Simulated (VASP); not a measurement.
# NiO: single point with BLYP+D4

The system is NiO.

```xyz
2
Lattice="0.0000 2.0997 2.0997 2.0997 0.0000 2.0997 2.0997 2.0997 0.0000" Properties=species:S:1:pos:R:3 pbc="T T T"
Ni    0.0000    0.0000    0.0000
O     2.0997    2.0997    2.0997
```

```json
{
 "Program": "VASP 6.6.1",
 "Task": "single point",
 "Functional": "BLYP",
 "Dispersion": "D4",
 "Potentials or basis": "VASP PAW PBE potentials, release 64 (Ni_sv_GW, O)",
 "Cutoff": "700 eV",
 "k mesh": "11 × 11 × 11",
 "Occupations": "fermi-dirac, width 0.05 eV",
 "Spin": "collinear spin, ferromagnetic start",
 "Starting moments": "[1.0, 0.0] μB",
 "Dipole correction": "no",
 "Further INCAR settings": "ALGO = Normal; EDIFF = 1e-06; NBANDS = 23"
}
```

```yaml
Pressure: 1.3 GPa
Net_moment: 1.74 μB per cell
Site_moments: Ni +1.43; O +0.27 μB
Valence_electrons_inside_the_program's_atomic_spheres: Ni 16.17; O 4.99
Dispersion_energy_per_atom: -0.585 eV
```

Levels at points of the mesh, in eV from the Fermi level:
Spin up:
```tsv
k point	band 9	band 10	band 11	band 12	band 13	band 14	band 15	band 16	band 17	band 18
(0.00, 0.00, 0.00)	-2.96	-2.96	-2.64	-2.64	-2.64	1.66	18.41	19.00	19.00	19.00
```
Spin down:
```tsv
k point	band 9	band 10	band 11	band 12	band 13	band 14
(0.00, 0.00, 0.00)	-1.87	-1.87	-1.87	-0.56	-0.56	2.00
```

Wall time 2.2 min on 1 thread of AMD EPYC 7R43 64-Core Processor (Zen 3), on a shared host, peak memory 0.19 GiB.

Caveat: the PAW data sets were made with another functional, which shifts forces and pressure a little; a cell with one magnetic atom can't hold antiferromagnetic order, which such compounds often take; semilocal functionals often make such compounds metallic where correlation or magnetic order opens a gap, which also shifts bond lengths. With open d or f shells a metallic result of BLYP can be an artefact of self-interaction; +U or a hybrid may open a gap.
